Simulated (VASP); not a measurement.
# TiO2 (P4_2/mnm) in VASP: a series of runs

Runs on TiO2. Level: r2SCAN+U. Tasks: single point.

Program: VASP 6.6.1. These are calculated values, not measurements. Logs are shortened: lines on timing, memory, paths and dates and some standing lists are left out, and cuts for length are marked.

**1. The cell of the first run**

Symmetry: P4_2/mnm, No. 136, tetragonal system. The conventional cell has a = 4.597 Å, b = 4.597 Å, c = 2.993 Å, α = 90.00°, β = 90.00°, γ = 90.00°. Ti (site symmetry mmm) has 6 O at 1.96 to 1.98 Å within 2.6 Å. Within 2.6 Å of O (site symmetry m2m) lie 3 Ti at 1.96 to 1.98 Å and 1 O at 2.53 Å.

**2. Single point, r2SCAN+U**

POSCAR

```
TiO2
1.0
    4.5973352642      0.0000000000      0.0000000000
    0.0000000000      4.5973352642      0.0000000000
    0.0000000000      0.0000000000      2.9931755281
Ti O
2 4
Direct
    0.5000000000      0.5000000000      0.0000000000
    0.0000000000      0.0000000000      0.5000000000
    0.6948338994      0.6948338994      0.5000000000
    0.8051661006      0.1948338994      0.0000000000
    0.1948338994      0.8051661006      0.0000000000
    0.3051661006      0.3051661006      0.5000000000
```

INCAR.step1

```
SYSTEM = TiO2
ALGO = Normal
EDIFF = 1E-4
ENCUT = 520
GGA = PE
ISMEAR = 0
LASPH = .True.
LCHARG = .False.
LDAU = .True.
LDAUJ = 0 0
LDAUL = 2 -1
LDAUTYPE = 2
LDAUU = 4 0
LMAXMIX = 4
LREAL = .False.
LWAVE = .True.
NBANDS = 33
NELM = 150
PREC = Accurate
SIGMA = 0.02
```

INCAR.step2

```
SYSTEM = TiO2
ALGO = Normal
EDIFF = 1E-6
ENCUT = 520
ISIF = 2
ISMEAR = 0
ISTART = 1
LASPH = .True.
LCHARG = .False.
LDAU = .True.
LDAUJ = 0 0
LDAUL = 2 -1
LDAUPRINT = 1
LDAUTYPE = 2
LDAUU = 4 0
LMAXMIX = 4
LMIXTAU = .True.
LREAL = .False.
LWAVE = .False.
METAGGA = R2SCAN
NBANDS = 33
NELM = 150
PREC = Accurate
SIGMA = 0.02
```

KPOINTS

```
k-points
0
Gamma
  6 6 8
  0 0 0
```

Potentials or basis: VASP PAW PBE potentials, release 64 (Ti_sv, O).

Launch:

```console
$ cat potpaw_PBE.64/Ti_sv/POTCAR potpaw_PBE.64/O/POTCAR > POTCAR
$ cp INCAR.step1 INCAR
$ mpirun -np 1 vasp_std > vasp.out
$ cp INCAR.step2 INCAR
$ mpirun -np 1 vasp_std > vasp.out
```

OUTCAR:

```text
SYSTEM = TiO2
   EDIFF = 1E-6
   ENCUT = 520
   ISIF = 2
   ISMEAR = 0
   ISTART = 1
   LASPH = .True.
   LREAL = .False.
   METAGGA = R2SCAN
   NELM = 150
   PREC = Accurate

 ion  position               nearest neighbor table
   1  0.500  0.500  0.000-   3 1.96   6 1.96   3 1.96   6 1.96   5 1.98   4 1.98
   2  0.000  0.000  0.500-   4 1.96   5 1.96   4 1.96   5 1.96   3 1.98   6 1.98
   3  0.695  0.695  0.500-   1 1.96   1 1.96   2 1.98
   4  0.805  0.195  0.000-   2 1.96   2 1.96   1 1.98
   5  0.195  0.805  0.000-   2 1.96   2 1.96   1 1.98
   6  0.305  0.305  0.500-   1 1.96   1 1.96   2 1.98

  LATTYP: Found a simple tetragonal cell.
 ALAT       =     4.5973352642
 C/A-ratio  =     0.6510674893

  Lattice vectors:

 A1 = (   4.5973352642,   0.0000000000,   0.0000000000)
 A2 = (   0.0000000000,   4.5973352642,   0.0000000000)
 A3 = (   0.0000000000,   0.0000000000,   2.9931755281)

Analysis of symmetry for initial positions (statically):
=====================================================================
 Subroutine PRICEL returns:
 Original cell was already a primitive cell.

 Routine SETGRP: Setting up the symmetry group for a
 simple tetragonal supercell.

 Subroutine GETGRP returns: Found 16 space group operations
 (whereof  8 operations were pure point group operations)
 out of a pool of 16 trial point group operations.

The static configuration has the point symmetry D_2h.
 The point group associated with its full space group is D_4h.

Analysis of symmetry for dynamics (positions and initial velocities):
=====================================================================
 Subroutine PRICEL returns:
 Original cell was already a primitive cell.

 Routine SETGRP: Setting up the symmetry group for a
 simple tetragonal supercell.

 Subroutine GETGRP returns: Found 16 space group operations
 (whereof  8 operations were pure point group operations)
 out of a pool of 16 trial point group operations.

The dynamic configuration has the point symmetry D_2h.
 The point group associated with its full space group is D_4h.

 Subroutine INISYM returns: Found 16 space group operations
[... 188 lines left out ...]
  0.0000  0.1767  0.0000 -0.0883  0.0000
 -0.0787  0.0000  0.1241  0.0000 -0.0000
  0.0000 -0.0883  0.0000  0.1767  0.0000
 -0.0000  0.0000 -0.0000  0.0000  0.0900

spin component  2

  0.1890  0.0000 -0.0787  0.0000 -0.0000
  0.0000  0.1767  0.0000 -0.0883  0.0000
 -0.0787  0.0000  0.1241  0.0000 -0.0000
  0.0000 -0.0883  0.0000  0.1767  0.0000
 -0.0000  0.0000 -0.0000  0.0000  0.0900

 occupancies and eigenvectors

  o =  0.0715  v = -0.5563  0.0000 -0.8310  0.0000 -0.0000  0.0000  0.0000  0.0000  0.0000  0.0000      0.0000  0.0000  0.0000  0.0000  0.0000  0.0000  0.0000  0.0000  0.0000  0.0000
  o =  0.0715  v =  0.0000  0.0000  0.0000  0.0000  0.0000 -0.5563  0.0000 -0.8310  0.0000 -0.0000      0.0000  0.0000  0.0000  0.0000  0.0000  0.0000  0.0000  0.0000  0.0000  0.0000
  o =  0.0884  v =  0.0000 -0.7071  0.0000 -0.7071  0.0000  0.0000  0.0000  0.0000  0.0000  0.0000      0.0000  0.0000  0.0000  0.0000  0.0000  0.0000  0.0000  0.0000  0.0000  0.0000
  o =  0.0884  v =  0.0000  0.0000  0.0000  0.0000  0.0000  0.0000 -0.7071  0.0000 -0.7071  0.0000      0.0000  0.0000  0.0000  0.0000  0.0000  0.0000  0.0000  0.0000  0.0000  0.0000
  o =  0.0900  v =  0.0000  0.0000 -0.0000  0.0000  1.0000  0.0000  0.0000  0.0000  0.0000  0.0000      0.0000  0.0000  0.0000  0.0000  0.0000  0.0000  0.0000  0.0000  0.0000  0.0000
  o =  0.0900  v =  0.0000  0.0000  0.0000  0.0000  0.0000  0.0000  0.0000 -0.0000  0.0000  1.0000      0.0000  0.0000  0.0000  0.0000  0.0000  0.0000  0.0000  0.0000  0.0000  0.0000
  o =  0.2416  v = -0.8310  0.0000  0.5563  0.0000  0.0000  0.0000  0.0000  0.0000  0.0000  0.0000      0.0000  0.0000  0.0000  0.0000  0.0000  0.0000  0.0000  0.0000  0.0000  0.0000
  o =  0.2416  v =  0.0000  0.0000  0.0000  0.0000  0.0000 -0.8310  0.0000  0.5563  0.0000  0.0000      0.0000  0.0000  0.0000  0.0000  0.0000  0.0000  0.0000  0.0000  0.0000  0.0000
  o =  0.2650  v =  0.0000  0.0000  0.0000  0.0000  0.0000  0.0000  0.7071  0.0000 -0.7071 -0.0000      0.0000  0.0000  0.0000  0.0000  0.0000  0.0000  0.0000  0.0000  0.0000  0.0000
  o =  0.2650  v =  0.0000  0.7071  0.0000 -0.7071 -0.0000  0.0000  0.0000  0.0000  0.0000  0.0000      0.0000  0.0000  0.0000  0.0000  0.0000  0.0000  0.0000  0.0000  0.0000  0.0000

 number of electron      48.0000029 magnetization

 Free energy of the ion-electron system (eV)
  ---------------------------------------------------
  ext. energy  EPLUGINS =         0.00000000
  ---------------------------------------------------
  free energy    TOTEN  =       -64.72179727 eV

  energy without entropy =      -64.72179727  energy(sigma->0) =      -64.72179727

 E-fermi :   4.8378     XC(G=0): -12.0899

 val. band max:        4.7227906557   @ k =   0.0000   0.0000   0.0000
 cond. band min:       7.5060997047   @ k =   0.0000   0.0000   0.0000
 fundamental gap:      2.7833090490
 Fermi energy:         4.8378470030

 k-point     1 :       0.0000    0.0000    0.0000
  band No.  band energies     occupation
      1     -55.5043      2.00000
      2     -55.4884      2.00000
      3     -30.6997      2.00000
      4     -30.6997      2.00000
      5     -30.5463      2.00000
      6     -30.5463      2.00000
[... 853 lines left out ...]
     32      10.0471      0.00000
     33      11.5746      0.00000

 [... further k-points ...]
[... 5 lines left out ...]
  --------------------------------------------------------------------------------------
  -------------------------------------------------------------------------------------
  Total        1.7626581      1.7626581      2.1798351     -0.0000000      0.0000000      0.0000000
  in kB       44.6410211     44.6410211     55.2064319     -0.0000000      0.0000000      0.0000000
  external PRESSURE =      48.1628247 kB  Pullay stress =       0.0000000 kB

 VOLUME and BASIS-vectors are now :
 -----------------------------------------------------------------------------
  energy-cutoff  :      520.00
  volume of cell :       63.26
      direct lattice vectors                 reciprocal lattice vectors
     4.597335264  0.000000000  0.000000000     0.217517310  0.000000000  0.000000000
     0.000000000  4.597335264  0.000000000     0.000000000  0.217517310  0.000000000
     0.000000000  0.000000000  2.993175528     0.000000000  0.000000000  0.334093337

 POSITION                                       TOTAL-FORCE (eV/Angst)
 -----------------------------------------------------------------------------------
      2.29867      2.29867      0.00000        -0.000000      0.000000      0.000000
      0.00000      0.00000      1.49659        -0.000000      0.000000      0.000000
      3.19438      3.19438      1.49659         0.103163      0.103163      0.000000
      3.70162      0.89572      0.00000        -0.103163      0.103163      0.000000
      0.89572      3.70162      0.00000         0.103163     -0.103163      0.000000
      1.40295      1.40295      1.49659        -0.103163     -0.103163      0.000000
 -----------------------------------------------------------------------------------
    total drift:                                0.000000      0.000000     -0.000000

  FREE ENERGIE OF THE ION-ELECTRON SYSTEM (eV)
  ---------------------------------------------------
  free  energy   TOTEN  =       -64.7217972676 eV

  energy  without entropy=      -64.7217972676  energy(sigma->0) =      -64.72179727
```

Run time: 5.2 min. Hardware: 1 thread of AMD EPYC 7R13 (Zen 3), shared host; peak memory 0.2 GiB.

What came out:

```
Free energy            : -64.7218 eV
Pressure               : 4.8 GPa
Largest force          : 0.146 eV/Å
Band gap on the k mesh : 2.78 eV
```

Forces in eV/Å, atoms in the order of the input:
```
Ti   0.000  0.000  0.000
Ti   0.000  0.000  0.000
O    0.103  0.103  0.000
O   -0.103  0.103  0.000
O    0.103 -0.103  0.000
O   -0.103 -0.103  0.000
```

Stress tensor (GPa, compression positive):
```
4.46 0.00 0.00
0.00 4.46 0.00
0.00 0.00 5.52
```

Levels at points of the mesh, in eV from the valence-band top:
```tsv
k point	band 20	band 21	band 22	band 23	band 24	band 25	band 26	band 27	band 28	band 29
(0.00, 0.00, 0.00)	-2.28	-0.90	-0.54	-0.54	0.00	2.78	3.04	3.34	3.39	3.39
(0.50, 0.00, 0.00)	-3.16	-1.81	-1.81	-0.80	-0.80	3.41	3.41	3.93	3.93	4.40
(0.50, 0.50, 0.00)	-2.05	-1.56	-1.56	-1.20	-1.20	2.78	2.78	3.41	3.41	4.62
(0.00, 0.00, 0.50)	-2.86	-2.37	-2.37	-1.52	-1.52	3.84	3.84	4.06	4.06	4.49
(0.50, 0.00, 0.50)	-2.63	-2.01	-2.01	-1.13	-1.13	2.85	2.85	4.12	4.12	4.68
(0.50, 0.50, 0.50)	-2.83	-1.27	-1.27	-0.76	-0.76	3.48	3.48	4.08	4.08	4.15
```

Eigenvalues of the final occupation matrices:
```tsv
site	spin	trace	eigenvalues
site 1 d	1	0.76	0.07 0.09 0.09 0.24 0.27
site 1 d	2	0.76	0.07 0.09 0.09 0.24 0.27
site 2 d	1	0.76	0.07 0.09 0.09 0.24 0.27
site 2 d	2	0.76	0.07 0.09 0.09 0.24 0.27
```

Caveat: the cell stands under pressure; the PAW data sets were made with another functional, which shifts forces and pressure a little. A k mesh can miss the band edges.

**3. Single point, r2SCAN+U (uniaxial strain along c: +1.5 %, then relaxed in part)**

POSCAR

```
TiO2
1.0
    4.5748271603      0.0000000000      0.0000000000
    0.0000000000      4.5748271603      0.0000000000
    0.0000000000      0.0000000000      3.0380731588
Ti O
2 4
Direct
    0.5000000000      0.5000000000      0.0000000000
    0.0000000000      0.0000000000      0.5000000000
    0.6945467967      0.6945467967      0.5000000000
    0.8054532033      0.1945467967      0.0000000000
    0.1945467967      0.8054532033      0.0000000000
    0.3054532033      0.3054532033      0.5000000000
```

INCAR.step1

```
PREC = Accurate
ENCUT = 520
ISMEAR = 0
SIGMA = 0.02
LREAL = F
LASPH = T
NELM = 150
LMAXMIX = 4
LDAU = T
LDAUTYPE = 2
LDAUL = 2 -1
LDAUU = 4 0
LDAUJ = 0 0
NBANDS = 33
GGA = PE
ALGO = Normal
EDIFF = 1E-4
LWAVE = T
LCHARG = F
```

INCAR.step2

```
PREC = Accurate
ENCUT = 520
EDIFF = 1E-7
ISMEAR = 0
SIGMA = 0.02
LREAL = F
LASPH = T
NELM = 150
ALGO = Normal
ISIF = 2
LWAVE = F
LCHARG = T
LMAXMIX = 4
LDAU = T
LDAUTYPE = 2
LDAUL = 2 -1
LDAUU = 4 0
LDAUJ = 0 0
LDAUPRINT = 1
METAGGA = R2SCAN
LMIXTAU = T
LELF = T
LVHAR = T
NBANDS = 33
ISTART = 1
```

KPOINTS

```
regular mesh
0
Gamma
  6 6 8
```

Potentials or basis: VASP PAW PBE potentials, release 64 (Ti_sv, O).

Launch:

```console
$ cat potpaw_PBE.64/Ti_sv/POTCAR potpaw_PBE.64/O/POTCAR > POTCAR
$ cp INCAR.step1 INCAR
$ mpirun -np 1 vasp_std > vasp.out
$ cp INCAR.step2 INCAR
$ mpirun -np 1 vasp_std > vasp.out
```

OUTCAR:

```text
PREC = Accurate
   ENCUT = 520
   EDIFF = 1E-7
   ISMEAR = 0
   LREAL = F
   LASPH = T
   NELM = 150
   ISIF = 2
   METAGGA = R2SCAN
   ISTART = 1

 ion  position               nearest neighbor table
   1  0.500  0.500  0.000-   3 1.97   6 1.97   3 1.97   6 1.97   5 1.98   4 1.98
   2  0.000  0.000  0.500-   4 1.97   5 1.97   4 1.97   5 1.97   3 1.98   6 1.98
   3  0.695  0.695  0.500-   1 1.97   1 1.97   2 1.98
   4  0.805  0.195  0.000-   2 1.97   2 1.97   1 1.98
   5  0.195  0.805  0.000-   2 1.97   2 1.97   1 1.98
   6  0.305  0.305  0.500-   1 1.97   1 1.97   2 1.98

  LATTYP: Found a simple tetragonal cell.
 ALAT       =     4.5748271603
 C/A-ratio  =     0.6640847954

  Lattice vectors:

 A1 = (   4.5748271603,   0.0000000000,   0.0000000000)
 A2 = (   0.0000000000,   4.5748271603,   0.0000000000)
 A3 = (   0.0000000000,   0.0000000000,   3.0380731588)

Analysis of symmetry for initial positions (statically):
=====================================================================
 Subroutine PRICEL returns:
 Original cell was already a primitive cell.

 Routine SETGRP: Setting up the symmetry group for a
 simple tetragonal supercell.

 Subroutine GETGRP returns: Found 16 space group operations
 (whereof  8 operations were pure point group operations)
 out of a pool of 16 trial point group operations.

The static configuration has the point symmetry D_2h.
 The point group associated with its full space group is D_4h.

Analysis of symmetry for dynamics (positions and initial velocities):
=====================================================================
[... 220 lines left out ...]
  o =  0.0869  v =  0.0000  0.0000  0.0000  0.0000  0.0000  0.0000 -0.7071  0.0000 -0.7071 -0.0000      0.0000  0.0000  0.0000  0.0000  0.0000  0.0000  0.0000  0.0000  0.0000  0.0000
  o =  0.0909  v =  0.0000 -0.0000  0.0000  0.0000  1.0000  0.0000  0.0000  0.0000  0.0000  0.0000      0.0000  0.0000  0.0000  0.0000  0.0000  0.0000  0.0000  0.0000  0.0000  0.0000
  o =  0.0909  v =  0.0000  0.0000  0.0000  0.0000  0.0000  0.0000 -0.0000  0.0000  0.0000  1.0000      0.0000  0.0000  0.0000  0.0000  0.0000  0.0000  0.0000  0.0000  0.0000  0.0000
  o =  0.2452  v = -0.8279  0.0000  0.5609  0.0000 -0.0000  0.0000  0.0000  0.0000  0.0000  0.0000      0.0000  0.0000  0.0000  0.0000  0.0000  0.0000  0.0000  0.0000  0.0000  0.0000
  o =  0.2452  v =  0.0000  0.0000  0.0000  0.0000  0.0000 -0.8279  0.0000  0.5609  0.0000 -0.0000      0.0000  0.0000  0.0000  0.0000  0.0000  0.0000  0.0000  0.0000  0.0000  0.0000
  o =  0.2592  v =  0.0000  0.0000  0.0000  0.0000  0.0000  0.0000  0.7071  0.0000 -0.7071  0.0000      0.0000  0.0000  0.0000  0.0000  0.0000  0.0000  0.0000  0.0000  0.0000  0.0000
  o =  0.2592  v =  0.0000  0.7071  0.0000 -0.7071  0.0000  0.0000  0.0000  0.0000  0.0000  0.0000      0.0000  0.0000  0.0000  0.0000  0.0000  0.0000  0.0000  0.0000  0.0000  0.0000

 number of electron      48.0000040 magnetization

 Free energy of the ion-electron system (eV)
  ---------------------------------------------------
  ext. energy  EPLUGINS =         0.00000000
  ---------------------------------------------------
  free energy    TOTEN  =       -64.71874917 eV

  energy without entropy =      -64.71874917  energy(sigma->0) =      -64.71874917

 E-fermi :   4.9199     XC(G=0): -12.0667

 val. band max:        4.7112905168   @ k =   0.0000   0.0000   0.0000
 cond. band min:       7.4731086406   @ k =   0.0000   0.0000   0.0000
 fundamental gap:      2.7618181238
 Fermi energy:         4.9198646001

 k-point     1 :       0.0000    0.0000    0.0000
  band No.  band energies     occupation
      1     -55.5818      2.00000
      2     -55.5657      2.00000
      3     -30.7729      2.00000
      4     -30.7729      2.00000
      5     -30.6212      2.00000
      6     -30.6212      2.00000
[... 853 lines left out ...]
     32       9.9498      0.00000
     33      11.4742      0.00000

 [... further k-points ...]
[... 5 lines left out ...]
  --------------------------------------------------------------------------------------
  -------------------------------------------------------------------------------------
  Total        1.7467303      1.7467303     -0.1982646      0.0000000      0.0000000      0.0000000
  in kB       44.0137968     44.0137968     -4.9958348      0.0000000      0.0000000      0.0000000
  external PRESSURE =      27.6772529 kB  Pullay stress =       0.0000000 kB

 VOLUME and BASIS-vectors are now :
 -----------------------------------------------------------------------------
  energy-cutoff  :      520.00
  volume of cell :       63.58
      direct lattice vectors                 reciprocal lattice vectors
     4.574827160  0.000000000  0.000000000     0.218587493  0.000000000  0.000000000
     0.000000000  4.574827160  0.000000000     0.000000000  0.218587493  0.000000000
     0.000000000  0.000000000  3.038073159     0.000000000  0.000000000  0.329155997

 POSITION                                       TOTAL-FORCE (eV/Angst)
 -----------------------------------------------------------------------------------
      2.28741      2.28741      0.00000         0.000000      0.000000      0.000000
      0.00000      0.00000      1.51904         0.000000      0.000000      0.000000
      3.17743      3.17743      1.51904         0.081751      0.081751     -0.000000
      3.68481      0.89002      0.00000        -0.081751      0.081751      0.000000
      0.89002      3.68481      0.00000         0.081751     -0.081751      0.000000
      1.39740      1.39740      1.51904        -0.081751     -0.081751      0.000000
 -----------------------------------------------------------------------------------
    total drift:                                0.000000      0.000000      0.000000

  FREE ENERGIE OF THE ION-ELECTRON SYSTEM (eV)
  ---------------------------------------------------
  free  energy   TOTEN  =       -64.7187491676 eV

  energy  without entropy=      -64.7187491676  energy(sigma->0) =      -64.71874917
```

OSZICAR.step1:

```text
N       E                     dE             d eps       ncg     rms          rms(c)
DAV:   1     0.670521836939E+03    0.67052E+03   -0.24526E+04  3300   0.173E+03
DAV:   2     0.331233076656E+02   -0.63740E+03   -0.59219E+03  3592   0.520E+02
DAV:   3    -0.617449413571E+02   -0.94868E+02   -0.93355E+02  4518   0.192E+02
DAV:   4    -0.677643382056E+02   -0.60194E+01   -0.60049E+01  4881   0.454E+01
DAV:   5    -0.680214969176E+02   -0.25716E+00   -0.25713E+00  4413   0.729E+00    0.313E+01
DAV:   6    -0.479615577358E+02    0.20060E+02   -0.80938E+01  4443   0.895E+01    0.891E+00
DAV:   7    -0.484449679402E+02   -0.48341E+00   -0.10846E+01  4200   0.230E+01    0.743E+00
DAV:   8    -0.483409169621E+02    0.10405E+00   -0.76194E-01  4610   0.796E+00    0.368E+00
DAV:   9    -0.483998136814E+02   -0.58897E-01   -0.39650E-01  3970   0.419E+00    0.118E+00
DAV:  10    -0.483996414322E+02    0.17225E-03   -0.78180E-02  4283   0.172E+00    0.851E-01
DAV:  11    -0.483925353872E+02    0.71060E-02   -0.22524E-02  4203   0.200E+00    0.139E-01
DAV:  12    -0.483923836672E+02    0.15172E-03   -0.26127E-03  4307   0.529E-01    0.956E-02
DAV:  13    -0.483922234800E+02    0.16019E-03   -0.36782E-04  3445   0.163E-01    0.153E-02
DAV:  14    -0.483922293165E+02   -0.58365E-05   -0.43639E-05  1930   0.594E-02
   1 F= -.48392229E+02 E0= -.48392229E+02  d E =-.737808E-88
```

It took 6.2 min on 1 thread of Intel Xeon 8259CL, shared host; peak memory 0.23 GiB.

Results:

```yaml
Free_energy: -64.7187 eV
Pressure: 2.8 GPa
Largest_force: 0.116 eV/Å
Band_gap_on_the_k_mesh: 2.76 eV
```

Forces on the atoms (eV/Å):
```
Ti   0.000  0.000  0.000
Ti   0.000  0.000  0.000
O    0.082  0.082  0.000
O   -0.082  0.082  0.000
O    0.082 -0.082  0.000
O   -0.082 -0.082  0.000
```

Levels at points of the mesh, in eV from the valence-band top:
| k point | band 22 | band 23 | band 24 | band 25 | band 26 | band 27 |
| --- | --- | --- | --- | --- | --- | --- |
| (0.00, 0.00, 0.00) | -0.52 | -0.52 | 0.00 | 2.76 | 3.06 | 3.25 |
| (0.50, 0.00, 0.00) | -1.91 | -0.80 | -0.80 | 3.39 | 3.39 | 3.87 |
| (0.50, 0.50, 0.00) | -1.65 | -1.17 | -1.17 | 2.78 | 2.78 | 3.33 |
| (0.00, 0.00, 0.50) | -2.41 | -1.50 | -1.50 | 3.81 | 3.81 | 3.89 |
| (0.50, 0.00, 0.50) | -2.00 | -1.13 | -1.13 | 2.81 | 2.81 | 3.96 |
| (0.50, 0.50, 0.50) | -1.28 | -0.75 | -0.75 | 3.43 | 3.43 | 3.98 |

Eigenvalues of the final occupation matrices:
| site | spin | trace | eigenvalues |
| --- | --- | --- | --- |
| site 1 d | 1 | 0.75 | 0.07 0.09 0.09 0.25 0.26 |
| site 1 d | 2 | 0.75 | 0.07 0.09 0.09 0.25 0.26 |
| site 2 d | 1 | 0.75 | 0.07 0.09 0.09 0.25 0.26 |
| site 2 d | 2 | 0.75 | 0.07 0.09 0.09 0.25 0.26 |

Caveat: the cell differs from its parent crystal (uniaxial strain along c: +1.5 %, then relaxed in part); the PAW data sets were made with another functional, which shifts forces and pressure a little.
